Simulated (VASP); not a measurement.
A run of VASP 6.6.1:

Contents of INCAR:

```
SYSTEM = CdF2
PREC = Accurate ; ENCUT = 600
EDIFF = 1E-6 ; ISMEAR = 0
SIGMA = 0.05 ; LREAL = .False.
LASPH = .True. ; NELM = 120
ALGO = Normal ; ISIF = 2
LWAVE = .False. ; LCHARG = .False.
NBANDS = 24 ; GGA_COMPAT = .False.
```

KPOINTS

```
regular mesh
0
Gamma
  8 8 8
  0 0 0
```

Contents of POSCAR:

```
CdF2
1.0
    0.0000000000      2.6940000000      2.6940000000
    2.6940000000      0.0000000000      2.6940000000
    2.6940000000      2.6940000000      0.0000000000
Cd F
1 2
Direct
    0.0241098386      0.0241098386      0.0241098386
    0.2500000000      0.2500000000      0.2500000000
    0.7500000000      0.7500000000      0.7500000000
```

Potentials or basis: VASP PAW LDA potentials, release 64 (Cd_sv_GW, F).

Launch:

```bash
$ cat potpaw_LDA.64/Cd_sv_GW/POTCAR potpaw_LDA.64/F/POTCAR > POTCAR
$ mpirun -np 1 vasp_std > vasp.out
```

Hardware: 1 thread of Intel(R) Xeon(R) Platinum 8375C CPU @ 2.90GHz (Ice Lake), on a shared host.

Task: Estimate the wall time of this run.

Result: Run time: 2.1 min on 1 thread of Intel(R) Xeon(R) Platinum 8375C CPU @ 2.90GHz (Ice Lake), with other jobs on the host, peak memory 0.21 GiB. Counts: scf iterations 13, k points 65.
